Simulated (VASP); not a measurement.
Input of a VASP 6.6.1 run:

The input INCAR:

```
PREC = Accurate
ENCUT = 520
EDIFF = 1E-7
ISMEAR = -1
SIGMA = 0.02
LREAL = F
LASPH = T
NELM = 60
ALGO = Normal
ISIF = 2
LWAVE = F
LCHARG = F
GGA = PE
NBANDS = 24
```

KPOINTS

```
regular mesh
0
Gamma
  6 6 4
```

POSCAR

```
KScS2
1.0
    4.0914160644      0.0000000000      0.0000000000
    0.0000000000      4.0914160644      0.0000000000
    0.0000000000      0.0000000000      5.5363859125
K S Sc
1 2 1
Direct
    0.0000000000      0.0000000000      0.0000000000
    0.0000000000      0.0000000000      0.5000000000
    0.5000000000      0.5000000000      0.0000000000
    0.5000000000      0.5000000000      0.5000000000
```

Potentials or basis: VASP PAW PBE potentials, release 64 (K_sv, S, Sc_sv).

The run is started by

```bash
$ cat potpaw_PBE.64/K_sv/POTCAR potpaw_PBE.64/S/POTCAR potpaw_PBE.64/Sc_sv/POTCAR > POTCAR
$ mpirun -np 1 vasp_std > vasp.out
```

What does it give for the pressure?

-1.4 GPa.

Predict the band gap on the k mesh.

0.08 eV.

Stress tensor (GPa, compression positive):
```
-1.29  0.00  0.00
 0.00 -1.29  0.00
 0.00  0.00 -1.72
```

Caveat: semilocal functionals underestimate gaps, and a narrow one can read as zero. A k mesh can miss the band edges.
